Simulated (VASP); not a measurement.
# Pb (Fddd) in VASP: notebook

The runs below take Pb through single point, with LDA.

Program: VASP 6.6.1. These are calculated values, not measurements. Logs are shortened: lines on timing, memory, paths and dates and some standing lists are left out, and cuts for length are marked.

**1. The cell of the first run**

The structure is orthorhombic, space group Fddd (No. 70). The conventional cell has a = 6.672 Å, b = 6.878 Å, c = 7.084 Å, α = 90.00°, β = 90.00°, γ = 90.00°. Pb (site symmetry 222) has 4 Pb at 2.98 Å within 3.9 Å.

**2. Single point, LDA (strain +0.0300 x Voigt [1, -1, 0, 0, 0, 0])**

INCAR reads:

```
  PREC = Accurate
  ENCUT = 520
  EDIFF = 1E-6
  ISMEAR = 0
  SIGMA = 0.15
  LREAL = F
  LASPH = T
  NELM = 100
  ALGO = Fast
  ISIF = 2
  LWAVE = F
  LCHARG = F
  GGA = CA
  NBANDS = 21
```

KPOINTS reads:

```
Automatic mesh
0
Gamma
  12 12 12
```

POSCAR reads:

```
Pb
1.0
    0.0000000000      3.3358300538      3.4390000555
    3.5421700572      0.0000000000      3.4390000555
    3.5421700572      3.3358300538      0.0000000000
Pb
2
Direct
    0.5000000000      0.5000000000      0.5000000000
    0.7500000000      0.7500000000      0.7500000000
```

Potentials or basis: VASP PAW LDA potentials, release 64 (Pb_d).

On the command line:

```bash
cat potpaw_LDA.64/Pb_d/POTCAR > POTCAR
mpirun -np 1 vasp_std > vasp.out
```

OUTCAR:

```text
PREC = Accurate
   ENCUT = 520
   EDIFF = 1E-6
   ISMEAR = 0
   LREAL = F
   LASPH = T
   NELM = 100
   ISIF = 2
   GGA = CA

 ion  position               nearest neighbor table
   1  0.500  0.500  0.500-   2 2.98   2 2.98   2 2.98   2 2.98
   2  0.750  0.750  0.750-   1 2.98   1 2.98   1 2.98   1 2.98

  LATTYP: Found a face centered orthorhombic cell.
 ALAT       =     6.6716601076
 B/A-ratio  =     1.0309278351
 C/A-ratio  =     1.0618556701

  Lattice vectors:

 A1 = (  -3.5421700572,   0.0000000000,  -3.4390000555)
 A2 = (  -3.5421700572,   3.3358300538,   0.0000000000)
 A3 = (   0.0000000000,   3.3358300538,  -3.4390000555)

Analysis of symmetry for initial positions (statically):
=====================================================================
 Subroutine PRICEL returns:
 Original cell was already a primitive cell.

 Routine SETGRP: Setting up the symmetry group for a
 face centered orthorhombic supercell.

 Subroutine GETGRP returns: Found  8 space group operations
 (whereof  4 operations were pure point group operations)
 out of a pool of  8 trial point group operations.

The static configuration has the point symmetry D_2 .
 The point group associated with its full space group is D_2h.

Analysis of symmetry for dynamics (positions and initial velocities):
=====================================================================
 Subroutine PRICEL returns:
 Original cell was already a primitive cell.

 Routine SETGRP: Setting up the symmetry group for a
 face centered orthorhombic supercell.

 Subroutine GETGRP returns: Found  8 space group operations
 (whereof  4 operations were pure point group operations)
 out of a pool of  8 trial point group operations.

The dynamic configuration has the point symmetry D_2 .
 The point group associated with its full space group is D_2h.

 Subroutine INISYM returns: Found  8 space group operations
 (whereof  4 operations are pure point group operations),
 and found     1 'primitive' translations

----------------------------------------------------------------------------------------

                                     Primitive cell

  volume of cell :      81.2710

  direct lattice vectors                    reciprocal lattice vectors
     0.000000000  3.335830054  3.439000056    -0.141156407  0.149887732  0.145391100
     3.542170057  0.000000000  3.439000056     0.141156407 -0.149887732  0.145391100
[... 83 lines left out ...]
   ENCUT  =  520.0 eV  38.22 Ry    6.18 a.u.   8.91  9.18  9.05*2*pi/ulx,y,z
   NELM   =    100;   NELMIN=  2; NELMDL= -5     # of ELM steps
   EDIFF  = 0.1E-05   stopping-criterion for ELM
   LREAL  =      F    real-space projection
   EDIFFG = 0.1E-04   stopping-criterion for IOM
   NSW    =      0    number of steps for IOM
   IBRION =     -1    ionic relax: 0-MD 1-quasi-New 2-CG
   NFREE  =      0    steps in history (QN), initial steepest desc. (CG)
   ISIF   =      2    stress and relaxation
   ISYM   =      2    0-nonsym 1-usesym 2-fastsym
   POTIM  = 0.5000    time-step for ionic-motion
   TEBEG  =    0.0;   TEEND  =   0.0 temperature during run
   PSTRESS=    0.0 pullay stress
   NELECT =      28.0000    total number of electrons
   NUPDOWN=      -1.0000    fix difference up-down
   EMIN   =  10.00;   EMAX   =-10.00  energy-range for DOS
   EFERMI =   0.00;   METHOD = LEGACY
   ISMEAR =     0;   SIGMA  =   0.15  broadening in eV -4-tet -1-fermi 0-gaus
   EFERMI_NEDOS =   21; number of points for ismear=-14 and -15
   IALGO  =     68    algorithm
   IMIX   =      4    mixing-type and parameters
     AMIX     =   0.40;   BMIX     =  1.00
     AMIX_MAG =   1.60;   BMIX_MAG =  1.00
  volume/ion in A,a.u.               =      40.64       274.22
  Fermi-wavevector in a.u.,A,eV,Ry     =   1.147666  2.168775 17.920753  1.317138
  Thomas-Fermi vector in A             =   2.284345
   LORBIT       =      0    0 simple, 1 ext, 2 COOP (PROOUT), +10 PAW based schemes
   GGA     = CA    functional components
   LHFCALC =     F    Hartree Fock is set to
   AEXX    =    0.0000 exact exchange contribution
   IVDW    =     0    specifies the selected vdW correction
   LEPSILON=     F    determine dielectric tensor
   LRPA    =     F    only Hartree local field effects (RPA)
 non-spin polarized calculation
 RMM-DIIS sequential band-by-band and
 Gauss-broadening in eV      SIGMA  =   0.15
  energy-cutoff  :      520.00
  volume of cell :       81.27
 maximum number of plane-waves:      2216
   NGX = 17   NGY = 19   NGZ = 19

 number of electron      27.9999997 magnetization

 Free energy of the ion-electron system (eV)
  ---------------------------------------------------
  ext. energy  EPLUGINS =         0.00000000
  ---------------------------------------------------
  free energy    TOTEN  =        -7.88166744 eV

  energy without entropy =       -7.87438100  energy(sigma->0) =       -7.87802422

 E-fermi :   4.0207     XC(G=0):  -8.7699

 val. band max:        4.0084225442   @ k =   0.3333   0.1667   0.1667
 cond. band min:       4.0208970134   @ k =  -0.4167   0.0833  -0.0000
 fundamental gap:      0.0124744692
 Fermi energy:         4.0207097300

 k-point     1 :       0.0000    0.0000    0.0000
  band No.  band energies     occupation
      1     -13.1148      2.00000
      2     -13.0952      2.00000
      3     -13.0791      2.00000
      4     -13.0241      2.00000
      5     -13.0087      2.00000
      6     -12.6093      2.00000
[... 565 lines left out ...]
     20      11.4192      0.00000
     21      11.9854      0.00000

 [... further k-points ...]

------------------------ aborting loop because EDIFF is reached ----------------------------------------

  FORCE on cell =-STRESS in cart. coord.  units (eV):
  Direction    XX          YY          ZZ          XY          YZ          ZX
  --------------------------------------------------------------------------------------
  -------------------------------------------------------------------------------------
  Total       -0.5474773     -0.1737696     -0.3495185      0.0000000      0.0000000      0.0000000
  in kB      -10.7929752     -3.4256971     -6.8904128      0.0000000      0.0000000      0.0000000
  external PRESSURE =      -7.0363617 kB  Pullay stress =       0.0000000 kB

 VOLUME and BASIS-vectors are now :
 -----------------------------------------------------------------------------
  energy-cutoff  :      520.00
  volume of cell :       81.27
      direct lattice vectors                 reciprocal lattice vectors
     0.000000000  3.335830054  3.439000056    -0.141156407  0.149887732  0.145391100
     3.542170057  0.000000000  3.439000056     0.141156407 -0.149887732  0.145391100
     3.542170057  3.335830054  0.000000000     0.141156407  0.149887732 -0.145391100

 POSITION                                       TOTAL-FORCE (eV/Angst)
 -----------------------------------------------------------------------------------
      3.54217      3.33583      3.43900         0.000000      0.000000      0.000000
      5.31326      5.00375      5.15850        -0.000000     -0.000000      0.000000
 -----------------------------------------------------------------------------------
    total drift:                                0.000000      0.000000      0.000000

  FREE ENERGIE OF THE ION-ELECTRON SYSTEM (eV)
  ---------------------------------------------------
  free  energy   TOTEN  =        -7.8816674405 eV

  energy  without entropy=       -7.8743810040  energy(sigma->0) =       -7.87802422
```

OSZICAR:

```text
N       E                     dE             d eps       ncg     rms          rms(c)
DAV:   1     0.297298971853E+03    0.29730E+03   -0.14011E+04 11760   0.148E+03
DAV:   2     0.145076265427E+02   -0.28279E+03   -0.27667E+03 11845   0.391E+02
DAV:   3    -0.715174244256E+01   -0.21659E+02   -0.21510E+02 14454   0.136E+02
DAV:   4    -0.790922304970E+01   -0.75748E+00   -0.75712E+00 13738   0.311E+01
DAV:   5    -0.794846327941E+01   -0.39240E-01   -0.39240E-01 16487   0.644E+00    0.152E+00
RMM:   6    -0.790220397223E+01    0.46259E-01   -0.29924E-02 13655   0.208E+00    0.863E-01
RMM:   7    -0.788062666461E+01    0.21577E-01   -0.43025E-02 12819   0.213E+00    0.145E-01
RMM:   8    -0.788120580691E+01   -0.57914E-03   -0.10456E-02 16002   0.135E+00    0.507E-02
RMM:   9    -0.788162029119E+01   -0.41448E-03   -0.49362E-03 17033   0.677E-01    0.581E-02
RMM:  10    -0.788161431436E+01    0.59768E-05   -0.10872E-03 14347   0.463E-01    0.291E-02
RMM:  11    -0.788165975285E+01   -0.45438E-04   -0.68468E-04 18275   0.239E-01    0.785E-03
RMM:  12    -0.788166630597E+01   -0.65531E-05   -0.72285E-05 16672   0.701E-02    0.490E-03
RMM:  13    -0.788166758926E+01   -0.12833E-05   -0.15858E-05 13362   0.341E-02    0.366E-03
RMM:  14    -0.788166744046E+01    0.14880E-06   -0.16271E-06  7922   0.164E-02
   1 F= -.78816674E+01 E0= -.78780242E+01  d E =-.728644E-02
```

Run time: 5.6 min. Hardware: 1 thread of Intel Xeon Platinum 8488C (Sapphire Rapids), shared host; peak memory 0.47 GiB.

Results:

| Quantity | Value |
| --- | --- |
| Free energy | -7.8817 eV |
| Pressure | -0.7 GPa |
| Band gap on the k mesh | zero (bands 14 and 15 overlap by 1.00 eV) |

Levels at points of the mesh, in eV from the Fermi level:
```
           k point  band 10  band 11  band 12  band 13  band 14  band 15  band 16  band 17  band 18  band 19
(0.00, 0.00, 0.00)   -16.57   -11.12    -3.93     0.24     0.44     0.62     2.31     2.44     2.57     4.08
(0.50, 0.00, 0.00)   -16.51    -9.77    -7.08    -0.97    -0.87    -0.55     3.48     3.63     5.43     7.21
(0.50, 0.50, 0.00)   -16.49    -8.46    -8.46    -1.93    -1.93     0.86     0.86     7.07     7.07     8.08
(0.50, 0.00, 0.50)   -16.51    -8.40    -8.40    -2.08    -2.08     0.73     0.73     7.21     7.21     8.19
(0.00, 0.50, 0.50)   -16.47    -8.53    -8.53    -1.79    -1.79     1.00     1.00     7.08     7.08     8.09
```

Caveat: the cell differs from its parent crystal (strain +0.0300 x Voigt [1, -1, 0, 0, 0, 0]); spin-orbit coupling is left out, which moves the levels of the heavy elements.

**3. Single point, LDA (strain -0.0200 x Voigt [1, -1, 0, 0, 0, 0])**

INCAR reads:

```
ALGO     = Fast           # electronic algorithm
EDIFF    = 1E-6           # SCF threshold, eV
ENCUT    = 520            # plane-wave cutoff, eV
ISIF     = 2              # what is computed and relaxed
ISMEAR   = 0              # smearing method
LASPH    = True           # aspherical terms in the spheres
LCHARG   = False          # write CHGCAR
LREAL    = False          # projectors in reciprocal space
LWAVE    = False          # write WAVECAR
NBANDS   = 21             # bands
NELM     = 100            # most SCF steps
PREC     = Accurate       # precision mode
SIGMA    = 0.15           # smearing width, eV
```

KPOINTS reads:

```
k-points
0
Gamma
  12 12 12
```

POSCAR reads:

```
Pb
1.0
    0.0000000000      3.5077800566      3.4390000555
    3.3702200544      0.0000000000      3.4390000555
    3.3702200544      3.5077800566      0.0000000000
Pb
2
Direct
    0.5000000000      0.5000000000      0.5000000000
    0.7500000000      0.7500000000      0.7500000000
```

Potentials or basis: VASP PAW LDA potentials, release 64 (Pb_d).

On the command line:

```bash
cat potpaw_LDA.64/Pb_d/POTCAR > POTCAR
mpirun -np 1 vasp_std > vasp.out
```

OUTCAR:

```text
EDIFF = 1E-6
   ENCUT = 520
   ISIF = 2
   ISMEAR = 0
   LASPH = True
   LREAL = False
   NELM = 100
   PREC = Accurate

 ion  position               nearest neighbor table
   1  0.500  0.500  0.500-   2 2.98   2 2.98   2 2.98   2 2.98
   2  0.750  0.750  0.750-   1 2.98   1 2.98   1 2.98   1 2.98

  LATTYP: Found a face centered orthorhombic cell.
 ALAT       =     6.7404401088
 B/A-ratio  =     1.0204081633
 C/A-ratio  =     1.0408163265

  Lattice vectors:

 A1 = (   0.0000000000,   3.5077800566,  -3.4390000555)
 A2 = (   3.3702200544,   3.5077800566,   0.0000000000)
 A3 = (   3.3702200544,   0.0000000000,  -3.4390000555)

Analysis of symmetry for initial positions (statically):
=====================================================================
 Subroutine PRICEL returns:
 Original cell was already a primitive cell.

 Routine SETGRP: Setting up the symmetry group for a
 face centered orthorhombic supercell.

 Subroutine GETGRP returns: Found  8 space group operations
 (whereof  4 operations were pure point group operations)
[... 164 lines left out ...]
  free energy    TOTEN  =        -7.88467192 eV

  energy without entropy =       -7.87752424  energy(sigma->0) =       -7.88109808

 E-fermi :   4.0175     XC(G=0):  -8.7665

 val. band max:        4.0156827738   @ k =  -0.4167   0.0833   0.0000
 cond. band min:       4.0388921764   @ k =   0.5000   0.0833   0.0833
 fundamental gap:      0.0232094026
 Fermi energy:         4.0174946650

 k-point     1 :       0.0000    0.0000    0.0000
  band No.  band energies     occupation
      1     -13.1139      2.00000
      2     -13.1012      2.00000
      3     -13.0900      2.00000
      4     -13.0269      2.00000
      5     -13.0165      2.00000
      6     -12.6059      2.00000
[... 565 lines left out ...]
     20      11.4151      0.00000
     21      11.9301      0.00000

 [... further k-points ...]

------------------------ aborting loop because EDIFF is reached ----------------------------------------

  FORCE on cell =-STRESS in cart. coord.  units (eV):
  Direction    XX          YY          ZZ          XY          YZ          ZX
  --------------------------------------------------------------------------------------
  -------------------------------------------------------------------------------------
  Total       -0.2332767     -0.4882517     -0.3561251      0.0000000      0.0000000      0.0000000
  in kB       -4.5965208     -9.6205867     -7.0171432      0.0000000      0.0000000      0.0000000
  external PRESSURE =      -7.0780836 kB  Pullay stress =       0.0000000 kB

 VOLUME and BASIS-vectors are now :
 -----------------------------------------------------------------------------
  energy-cutoff  :      520.00
  volume of cell :       81.31
      direct lattice vectors                 reciprocal lattice vectors
     0.000000000  3.507780057  3.439000056    -0.148358265  0.142540294  0.145391100
     3.370220054  0.000000000  3.439000056     0.148358265 -0.142540294  0.145391100
     3.370220054  3.507780057  0.000000000     0.148358265  0.142540294 -0.145391100

 POSITION                                       TOTAL-FORCE (eV/Angst)
 -----------------------------------------------------------------------------------
      3.37022      3.50778      3.43900        -0.000000      0.000000      0.000000
      5.05533      5.26167      5.15850         0.000000     -0.000000     -0.000000
 -----------------------------------------------------------------------------------
    total drift:                               -0.000000     -0.000000      0.000000

  FREE ENERGIE OF THE ION-ELECTRON SYSTEM (eV)
  ---------------------------------------------------
  free  energy   TOTEN  =        -7.8846719224 eV

  energy  without entropy=       -7.8775242371  energy(sigma->0) =       -7.88109808
```

OSZICAR:

```text
N       E                     dE             d eps       ncg     rms          rms(c)
DAV:   1     0.298463143861E+03    0.29846E+03   -0.13933E+04 11760   0.147E+03
DAV:   2     0.147195242840E+02   -0.28374E+03   -0.27746E+03 11820   0.392E+02
DAV:   3    -0.714148202250E+01   -0.21861E+02   -0.21709E+02 14369   0.137E+02
DAV:   4    -0.791157738133E+01   -0.77010E+00   -0.76969E+00 13804   0.314E+01
DAV:   5    -0.795141859586E+01   -0.39841E-01   -0.39840E-01 16572   0.649E+00    0.152E+00
RMM:   6    -0.790522093729E+01    0.46198E-01   -0.29642E-02 13664   0.207E+00    0.863E-01
RMM:   7    -0.788362296014E+01    0.21598E-01   -0.42270E-02 12788   0.212E+00    0.144E-01
RMM:   8    -0.788421269084E+01   -0.58973E-03   -0.10454E-02 15938   0.134E+00    0.499E-02
RMM:   9    -0.788464251348E+01   -0.42982E-03   -0.50586E-03 17296   0.670E-01    0.568E-02
RMM:  10    -0.788463543469E+01    0.70788E-05   -0.10130E-03 14397   0.438E-01    0.313E-02
RMM:  11    -0.788466082960E+01   -0.25395E-04   -0.53515E-04 17590   0.230E-01    0.678E-03
RMM:  12    -0.788467032235E+01   -0.94928E-05   -0.10071E-04 16560   0.796E-02    0.424E-03
RMM:  13    -0.788467198853E+01   -0.16662E-05   -0.18123E-05 13422   0.341E-02    0.379E-03
RMM:  14    -0.788467192237E+01    0.66160E-07   -0.21933E-06  8509   0.187E-02
   1 F= -.78846719E+01 E0= -.78810981E+01  d E =-.714769E-02
```

stdout:

```text
POSCAR found type information on POSCAR Pb
 POSCAR found :  1 types and       2 ions
 scaLAPACK will be used
 LDA part: xc-table for (Slater(with rela. corr.)+CA(PZ))
 , standard interpolation
 POSCAR, INCAR and KPOINTS ok, starting setup
 FFT: planning ... GRIDC
 FFT: planning ... GRID_SOFT
 FFT: planning ... GRID
 WAVECAR not read
 entering main loop
```

It took 8.5 min on 1 thread of Intel Xeon Platinum 8488C (Sapphire Rapids), shared host; peak memory 0.47 GiB.

What came out:

```
Free energy            : -7.8847 eV
Pressure               : -0.7 GPa
Band gap on the k mesh : zero (bands 14 and 15 overlap by 1.05 eV)
```

Stress tensor (GPa, compression positive):
```
-0.46  0.00  0.00
 0.00 -0.96  0.00
 0.00  0.00 -0.70
```

Levels at points of the mesh, in eV from the Fermi level:
| k point | band 11 | band 12 | band 13 | band 14 | band 15 | band 16 | band 17 | band 18 |
| --- | --- | --- | --- | --- | --- | --- | --- | --- |
| (0.00, 0.00, 0.00) | -11.12 | -3.93 | 0.31 | 0.44 | 0.56 | 2.35 | 2.43 | 2.52 |
| (0.50, 0.00, 0.00) | -9.77 | -7.08 | -0.96 | -0.82 | -0.61 | 3.50 | 3.60 | 5.42 |
| (0.50, 0.50, 0.00) | -8.47 | -8.47 | -1.94 | -1.94 | 0.86 | 0.86 | 7.13 | 7.13 |
| (0.50, 0.00, 0.50) | -8.51 | -8.51 | -1.85 | -1.85 | 0.95 | 0.95 | 7.12 | 7.12 |
| (0.00, 0.50, 0.50) | -8.42 | -8.42 | -2.04 | -2.04 | 0.77 | 0.77 | 7.20 | 7.20 |

Caveat: the cell differs from its parent crystal (strain -0.0200 x Voigt [1, -1, 0, 0, 0, 0]); spin-orbit coupling is left out, which moves the levels of the heavy elements.

The gap in the log of VASP goes by the Fermi energy; the results here count the filled bands.